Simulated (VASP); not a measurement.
Crystal: TaN.

```
Ta N
1.0
     0.00000    2.21132    2.21132
     2.21132    0.00000    2.21132
     2.21132    2.21132    0.00000
Ta N
1 1
Direct
  0.50000 0.50000 0.50000
  0.00000 0.00000 0.00000
```

```yaml
Program: VASP 6.6.1
Task: relaxation of cell and atoms
Functional: PBEsol
Potentials_or_basis: VASP PAW PBE potentials, release 64 (Ta_pv, N)
Cutoff: 600 eV
k_mesh: 10 × 10 × 10
Occupations: fermi-dirac, width 0.05 eV
Spin: no spin polarisation
```

At the start: pressure -10.0 GPa; volume 10.81 Å³/atom.

Where does the relaxation end?

Over 3 steps the energy falls by 10.2 meV/atom and the volume is 10.50 Å³/atom (-2.9 %); space group Fm-3m (No. 225, to 0.05 Å).

Step by step:
| step | energy change (eV) | largest force (eV/Å) | pressure (GPa) | volume (Å³) |
| --- | --- | --- | --- | --- |
| 1 | 0.0000 | 0.0000 | -10.01 | 21.63 |
| 2 | 0.0996 | 0.0000 | 29.10 | 19.58 |
| 3 | -0.0204 | 0.0000 | -0.25 | 21.01 |

Final structure:
```xyz
2
Lattice="0.0000 2.1899 2.1899 2.1899 0.0000 2.1899 2.1899 2.1899 0.0000" Properties=species:S:1:pos:R:3 pbc="T T T"
Ta    2.1899    2.1899    2.1899
N     0.0000    0.0000    0.0000
```

Caveat: the PAW data sets were made with another functional, which shifts forces and pressure a little.
